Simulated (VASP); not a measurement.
# CdS (P3m1) in VASP: single point with PBEsol+D4

Aim: the single point of CdS with PBEsol+D4.

All numbers are computed with VASP 6.6.1; they aren't measurements. Logs are shortened: lines on timing, memory, paths and dates and some standing lists are left out, and cuts for length are marked.

## (1) The cell of the first run

Symmetry: P3m1, No. 156, trigonal system. The conventional cell has a = 4.072 Å, b = 4.072 Å, c = 3.810 Å, α = 90.00°, β = 90.00°, γ = 120.00°. Cd (site symmetry 3m) has 3 S at 2.44 Å within 3.2 Å. Within 3.2 Å of S (site symmetry 3m) lie 3 Cd at 2.44 Å.

## (2) Single point, PBEsol+D4

File INCAR:

```
SYSTEM = CdS
ALGO = Normal ; EDIFF = 1E-6
ENCUT = 520 ; GGA = PS
ISIF = 2 ; ISMEAR = -1
IVDW = 13 ; LASPH = .TRUE.
LCHARG = .TRUE. ; LELF = .TRUE.
LREAL = .FALSE. ; LVHAR = .TRUE.
LWAVE = .FALSE. ; NBANDS = 16
NELM = 80 ; PREC = Accurate
SIGMA = 0.05
```

File KPOINTS:

```
k-points
0
G
  7 7 5
  0 0 0
```

File POSCAR:

```
CdS
1.0
    4.0718553326      0.0000000000      0.0000000000
   -2.0359276663      3.5263301585      0.0000000000
    0.0000000000      0.0000000000      3.8100117264
Cd S
1 1
Direct
    0.0000000000      0.0000000000      0.5221211009
    0.6666666667      0.3333333333      0.3548788991
```

Potentials or basis: VASP PAW PBE potentials, release 64 (Cd, S).

Launch:

```sh
$ cat potpaw_PBE.64/Cd/POTCAR potpaw_PBE.64/S/POTCAR > POTCAR
$ mpirun -np 1 vasp_std > vasp.out
```

OUTCAR:

```text
SYSTEM = CdS
   EDIFF = 1E-6
   ENCUT = 520
   GGA = PS
   ISIF = 2
   ISMEAR = -1
   IVDW = 13
   LASPH = .TRUE.
   LREAL = .FALSE.
   NELM = 80
   PREC = Accurate

 ion  position               nearest neighbor table
   1  0.000  0.000  0.522-   2 2.44   2 2.44   2 2.44
   2  0.667  0.333  0.355-   1 2.44   1 2.44   1 2.44

  LATTYP: Found a hexagonal cell.
 ALAT       =     4.0718553326
 C/A-ratio  =     0.9356942758

  Lattice vectors:

 A1 = (   4.0718553326,   0.0000000000,   0.0000000000)
 A2 = (  -2.0359276663,   3.5263301585,   0.0000000000)
 A3 = (   0.0000000000,   0.0000000000,   3.8100117264)

Analysis of symmetry for initial positions (statically):
=====================================================================
 Subroutine PRICEL returns:
 Original cell was already a primitive cell.

 Routine SETGRP: Setting up the symmetry group for a
 hexagonal supercell.

 Subroutine GETGRP returns: Found  6 space group operations
 (whereof  6 operations were pure point group operations)
 out of a pool of 24 trial point group operations.

The static configuration has the point symmetry C_3v.

Analysis of symmetry for dynamics (positions and initial velocities):
=====================================================================
 Subroutine PRICEL returns:
 Original cell was already a primitive cell.

 Routine SETGRP: Setting up the symmetry group for a
 hexagonal supercell.

 Subroutine GETGRP returns: Found  6 space group operations
 (whereof  6 operations were pure point group operations)
 out of a pool of 24 trial point group operations.

The dynamic configuration has the point symmetry C_3v.

 Subroutine INISYM returns: Found  6 space group operations
 (whereof  6 operations are pure point group operations),
 and found     1 'primitive' translations

----------------------------------------------------------------------------------------

                                     Primitive cell

  volume of cell :      54.7068

  direct lattice vectors                    reciprocal lattice vectors
     4.071855333  0.000000000  0.000000000     0.245588293  0.141790467  0.000000000
    -2.035927666  3.526330158  0.000000000     0.000000000  0.283580934  0.000000000
     0.000000000  0.000000000  3.810011726     0.000000000  0.000000000  0.262466384

  length of vectors
     4.071855333  4.071855333  3.810011726     0.283580934  0.283580934  0.262466384

  position of ions in fractional coordinates (direct lattice)
     0.000000000  0.000000000  0.522121101
     0.666666667  0.333333333  0.354878899

  ion indices of the primitive-cell ions
   primitive index   ion index
                 1           1
                 2           2

----------------------------------------------------------------------------------------

 KPOINTS: k-points

Automatic generation of k-mesh.
 Grid dimensions read from file:
 generate k-points for:    7    7    5

 Generating k-lattice:

  Cartesian coordinates                     Fractional coordinates (reciprocal lattice)
     0.035084042  0.020255781  0.000000000     0.142857143  0.000000000  0.000000000
     0.000000000  0.040511562  0.000000000     0.000000000  0.142857143  0.000000000
     0.000000000  0.000000000  0.052493277     0.000000000  0.000000000  0.200000000

  Length of vectors
     0.040511562  0.040511562  0.052493277

  Shift w.r.t. Gamma in fractional coordinates (k-lattice)
     0.000000000  0.000000000  0.000000000

 Subroutine IBZKPT returns following result:
 ===========================================

 Found     32 irreducible k-points:

 Following reciprocal coordinates:
            Coordinates               Weight
  0.000000  0.000000  0.000000      1.000000
  0.142857 -0.000000  0.000000      6.000000
  0.285714  0.000000  0.000000      6.000000
  0.428571 -0.000000  0.000000      6.000000
  0.142857  0.142857  0.000000      6.000000
  0.285714  0.142857  0.000000     12.000000
[... 16 lines left out ...]
  0.000000  0.142857  0.400000      6.000000
  0.285714  0.000000  0.400000      6.000000
 [... further k-points ...]
   k-points           NKPTS =     32   k-points in BZ     NKDIM =     32   number of bands    NBANDS=     16
   number of dos      NEDOS =    301   number of ions     NIONS =      2
   total plane-waves  NPLWV =  25200
   dimension x,y,z NGX =    30 NGY =   30 NGZ =   28
   dimension x,y,z NGXF=    60 NGYF=   60 NGZF=   56
   ions per type =               1   1
   NGX,Y,Z   is equivalent  to a cutoff of  12.25, 12.25, 12.22 a.u.
   NGXF,Y,Z  is equivalent  to a cutoff of  24.50, 24.50, 24.44 a.u.
 SYSTEM =  CdS
   PREC   = accura    normal or accurate (medium, high low for compatibility)
   ISTART =      0    job   : 0-new  1-cont  2-samecut
   ICHARG =      2    charge: 1-file 2-atom 10-const
   ISPIN  =      1    spin polarized calculation?
   LNONCOLLINEAR =      F non collinear calculations
   LSORBIT =      F    spin-orbit coupling
   LASPH  =      T    aspherical Exc in radial PAW
   ENCUT  =  520.0 eV  38.22 Ry    6.18 a.u.   7.57  7.57  7.08*2*pi/ulx,y,z
   NELM   =     80;   NELMIN=  2; NELMDL= -5     # of ELM steps
   EDIFF  = 0.1E-05   stopping-criterion for ELM
   LREAL  =      F    real-space projection
   EDIFFG = 0.1E-04   stopping-criterion for IOM
   NSW    =      0    number of steps for IOM
   IBRION =     -1    ionic relax: 0-MD 1-quasi-New 2-CG
   NFREE  =      0    steps in history (QN), initial steepest desc. (CG)
   ISIF   =      2    stress and relaxation
   ISYM   =      2    0-nonsym 1-usesym 2-fastsym
   POTIM  = 0.5000    time-step for ionic-motion
   TEBEG  =    0.0;   TEEND  =   0.0 temperature during run
   PSTRESS=    0.0 pullay stress
   NELECT =      18.0000    total number of electrons
   NUPDOWN=      -1.0000    fix difference up-down
   EMIN   =  10.00;   EMAX   =-10.00  energy-range for DOS
   EFERMI =   0.00;   METHOD = LEGACY
   ISMEAR =    -1;   SIGMA  =   0.05  broadening in eV -4-tet -1-fermi 0-gaus
   EFERMI_NEDOS =   21; number of points for ismear=-14 and -15
   IALGO  =     38    algorithm
   IMIX   =      4    mixing-type and parameters
     AMIX     =   0.40;   BMIX     =  1.00
     AMIX_MAG =   1.60;   BMIX_MAG =  1.00
  volume/ion in A,a.u.               =      27.35       184.59
  Fermi-wavevector in a.u.,A,eV,Ry     =   1.130191  2.135751 17.379149  1.277331
  Thomas-Fermi vector in A             =   2.266887
   LORBIT       =      0    0 simple, 1 ext, 2 COOP (PROOUT), +10 PAW based schemes
   GGA     = PS    functional components
   LHFCALC =     F    Hartree Fock is set to
   AEXX    =    0.0000 exact exchange contribution
   IVDW    =    13    specifies the selected vdW correction
   LEPSILON=     F    determine dielectric tensor
   LRPA    =     F    only Hartree local field effects (RPA)
 non-spin polarized calculation
  energy-cutoff  :      520.00
  volume of cell :       54.71
 maximum number of plane-waves:      1485
 NGX is ok and might be reduce to    30
   NGX = 15   NGY = 15   NGZ = 15

 number of electron      18.0000006 magnetization

 Free energy of the ion-electron system (eV)
  ---------------------------------------------------
  ext. energy  EPLUGINS =         0.00000000
  ---------------------------------------------------
  free energy    TOTEN  =        -6.15284192 eV

  energy without entropy =       -6.15283808  energy(sigma->0) =       -6.15284000

 E-fermi :   1.1991     XC(G=0):  -8.8881

 val. band max:        0.6907832178   @ k =   0.2857   0.2857   0.0000
 cond. band min:       1.5836179347   @ k =   0.0000   0.0000   0.0000
 fundamental gap:      0.8928347169
 Fermi energy:         1.1990704665

 k-point     1 :       0.0000    0.0000    0.0000
  band No.  band energies     occupation
      1     -11.6239      2.00000
      2      -7.3773      2.00000
      3      -7.3773      2.00000
      4      -6.9909      2.00000
      5      -6.8100      2.00000
      6      -6.8100      2.00000
[... 8 lines left out ...]
     15      12.6752      0.00000
     16      13.9249      0.00000

 k-point     2 :       0.1429   -0.0000    0.0000
  band No.  band energies     occupation
      1     -11.5506      2.00000
      2      -7.3387      2.00000
      3      -7.3253      2.00000
      4      -6.9561      2.00000
      5      -6.8181      2.00000
      6      -6.8091      2.00000
[... 8 lines left out ...]
     15      12.4238      0.00000
     16      13.6593      0.00000

 k-point     3 :       0.2857    0.0000    0.0000
  band No.  band energies     occupation
      1     -11.3857      2.00000
      2      -7.2172      2.00000
      3      -7.2077      2.00000
      4      -6.9028      2.00000
      5      -6.8002      2.00000
      6      -6.7553      2.00000
[... 8 lines left out ...]
     15      12.2155      0.00000
     16      13.1704      0.00000

 k-point     4 :       0.4286   -0.0000    0.0000
  band No.  band energies     occupation
      1     -11.2544      2.00000
      2      -7.1180      2.00000
      3      -7.1175      2.00000
      4      -6.9048      2.00000
      5      -6.7793      2.00000
      6      -6.4793      2.00000
[... 8 lines left out ...]
     15      12.0766      0.00000
     16      12.8654      0.00000

 k-point     5 :       0.1429    0.1429    0.0000
  band No.  band energies     occupation
      1     -11.4315      2.00000
      2      -7.2762      2.00000
      3      -7.2184      2.00000
      4      -6.9093      2.00000
      5      -6.8157      2.00000
      6      -6.7833      2.00000
[... 8 lines left out ...]
     15      12.5769      0.00000
     16      13.1806      0.00000

 k-point     6 :       0.2857    0.1429    0.0000
  band No.  band energies     occupation
      1     -11.2842      2.00000
      2      -7.1737      2.00000
      3      -7.1045      2.00000
      4      -6.8986      2.00000
      5      -6.8068      2.00000
      6      -6.5605      2.00000
[... 8 lines left out ...]
     15      11.6200      0.00000
     16      12.6848      0.00000

 k-point     7 :       0.4286    0.1429    0.0000
  band No.  band energies     occupation
      1     -11.2197      2.00000
      2      -7.1155      2.00000
      3      -7.0801      2.00000
      4      -6.8984      2.00000
      5      -6.7983      2.00000
      6      -6.3315      2.00000
[... 8 lines left out ...]
     15      11.5142      0.00000
     16      12.3168      0.00000

 k-point     8 :       0.2857    0.2857    0.0000
  band No.  band energies     occupation
      1     -11.2052      2.00000
      2      -7.1100      2.00000
      3      -7.0687      2.00000
      4      -6.8827      2.00000
      5      -6.8326      2.00000
      6      -6.2634      2.00000
[... 8 lines left out ...]
     15      10.7838      0.00000
     16      11.9178      0.00000

 k-point     9 :       0.0000    0.0000    0.2000
  band No.  band energies     occupation
      1     -11.5355      2.00000
      2      -7.3727      2.00000
      3      -7.3727      2.00000
      4      -6.8838      2.00000
      5      -6.8326      2.00000
      6      -6.8326      2.00000
[... 8 lines left out ...]
     15      12.1880      0.00000
     16      12.2680      0.00000
[... 172 lines left out ...]
 k-point    19 :       0.4286    0.1429    0.2000
  band No.  band energies     occupation
      1     -11.1548      2.00000
      2      -7.1208      2.00000
      3      -7.0670      2.00000
      4      -6.9114      2.00000
      5      -6.8141      2.00000
      6      -6.3003      2.00000
[... 8 lines left out ...]
     15      12.1501      0.00000
     16      13.5481      0.00000

 k-point    20 :       0.2857    0.2857    0.2000
  band No.  band energies     occupation
      1     -11.1411      2.00000
      2      -7.1199      2.00000
      3      -7.0349      2.00000
      4      -6.9183      2.00000
      5      -6.8459      2.00000
      6      -6.2310      2.00000
[... 8 lines left out ...]
     15      11.5599      0.00000
     16      13.8142      0.00000

 k-point    21 :       0.0000    0.0000    0.4000
  band No.  band energies     occupation
      1     -11.3846      2.00000
      2      -7.3662      2.00000
      3      -7.3662      2.00000
      4      -6.8674      2.00000
      5      -6.8674      2.00000
      6      -6.6818      2.00000
[... 8 lines left out ...]
     15      11.0411      0.00000
     16      12.3865      0.00000

 k-point    22 :       0.1429   -0.0000    0.4000
  band No.  band energies     occupation
      1     -11.3217      2.00000
      2      -7.3254      2.00000
      3      -7.3185      2.00000
      4      -6.9068      2.00000
      5      -6.8661      2.00000
      6      -6.6258      2.00000
[... 8 lines left out ...]
     15      10.7398      0.00000
     16      12.4306      0.00000

 k-point    23 :       0.0000    0.1429    0.4000
  band No.  band energies     occupation
      1     -11.3218      2.00000
      2      -7.3220      2.00000
      3      -7.3214      2.00000
      4      -6.9086      2.00000
      5      -6.8641      2.00000
      6      -6.6250      2.00000
[... 8 lines left out ...]
     15      10.8686      0.00000
     16      12.4744      0.00000

 k-point    24 :       0.2857    0.0000    0.4000
  band No.  band energies     occupation
      1     -11.1821      2.00000
      2      -7.2189      2.00000
      3      -7.1949      2.00000
      4      -6.9518      2.00000
      5      -6.8498      2.00000
      6      -6.5098      2.00000
[... 8 lines left out ...]
     15      11.0711      0.00000
     16      13.0861      0.00000

 [... further k-points ...]

------------------------ aborting loop because EDIFF is reached ----------------------------------------

  DFT-D4 for vdW energy calculation

  Edisp (eV):   -0.33533

  FORCE on cell =-STRESS in cart. coord.  units (eV):
  Direction    XX          YY          ZZ          XY          YZ          ZX
  --------------------------------------------------------------------------------------
  -------------------------------------------------------------------------------------
  Total       0.17423     0.17423     0.02062     0.00000     0.00000     0.00000
  in kB       5.10266     5.10266     0.60391     0.00000     0.00000     0.00000
  external pressure =        3.60 kB  Pullay stress =        0.00 kB

 VOLUME and BASIS-vectors are now :
 -----------------------------------------------------------------------------
  energy-cutoff  :      520.00
  volume of cell :       54.71
      direct lattice vectors                 reciprocal lattice vectors
     4.071855333  0.000000000  0.000000000     0.245588293  0.141790467  0.000000000
    -2.035927666  3.526330158  0.000000000     0.000000000  0.283580934  0.000000000
     0.000000000  0.000000000  3.810011726     0.000000000  0.000000000  0.262466384

 POSITION                                       TOTAL-FORCE (eV/Angst)
 -----------------------------------------------------------------------------------
      0.00000      0.00000      1.98929         0.000000     -0.000000      0.036927
      2.03593      1.17544      1.35209        -0.000000      0.000000     -0.036927
 -----------------------------------------------------------------------------------
    total drift:                               -0.000000     -0.000000      0.001200

  FREE ENERGIE OF THE ION-ELECTRON SYSTEM (eV)
  ---------------------------------------------------
  free  energy   TOTEN  =        -6.4881755418 eV

  energy  without entropy=       -6.4881717049  energy(sigma->0) =       -6.48817362
```

Wall time 21 s (1 thread of Intel Xeon Platinum 8488C (Sapphire Rapids), shared host); peak memory 0.17 GiB.

What came out:

```
Free energy                : -6.4882 eV
Pressure                   : 0.4 GPa
Largest force              : 0.037 eV/Å
Band gap on the k mesh     : 0.89 eV, indirect (least direct gap 1.20 eV)
Dispersion energy per atom : -0.168 eV
```

Forces in eV/Å, atoms in the order of the input:
```
Cd   0.000  0.000  0.037
S    0.000  0.000 -0.037
```

Stress tensor (GPa, compression positive):
```
0.51 0.00 0.00
0.00 0.51 0.00
0.00 0.00 0.06
```

Caveat: the PAW data sets were made with another functional, which shifts forces and pressure a little. A k mesh can miss the band edges.
